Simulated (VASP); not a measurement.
# SbAs (Stibarsen): single point with LDA

The system is SbAs (Stibarsen).

```
Sb As
1.0
     4.29540    0.00000    0.00000
     2.40913    3.55621    0.00000
     2.40913    1.27785    3.31869
Sb As
1 1
Direct
  0.50000 0.50000 0.50000
  0.00000 0.00000 0.00000
```

```json
{
  "Program": "VASP 6.6.1",
  "Task": "single point",
  "Functional": "LDA",
  "Potentials or basis": "VASP PAW LDA potentials, release 64 (Sb, As)",
  "Cutoff": "520 eV",
  "k mesh": "7 × 7 × 7",
  "Occupations": "gaussian, width 0.1 eV",
  "Spin": "no spin polarisation",
  "Dipole correction": "no",
  "Further INCAR settings": "ALGO = Normal; EDIFF = 1e-06; NBANDS = 12"
}
```

```yaml
Pressure: -5.2 GPa
Band_gap_on_the_k_mesh: zero (band 5 reaches 6.55 eV, above the bottom of band 6 at 6.11 eV)
```

Stress tensor (GPa, compression positive):
```
-6.78 -1.57 -1.08
-1.57 -4.65 -0.57
-1.08 -0.57 -4.21
```

Levels at points of the mesh, in eV from the Fermi level:
```tsv
k point	band 3	band 4	band 5	band 6	band 7	band 8
(0.00, 0.00, 0.00)	-2.39	-1.21	-1.21	3.56	3.56	4.00
```

Run time: 13 s on 1 thread of Intel(R) Xeon(R) Platinum 8259CL CPU @ 2.50GHz (Skylake/Cascade Lake), with other jobs on the host, peak memory 0.16 GiB.

Caveat: spin-orbit coupling is left out, which moves the levels of the heavy elements.
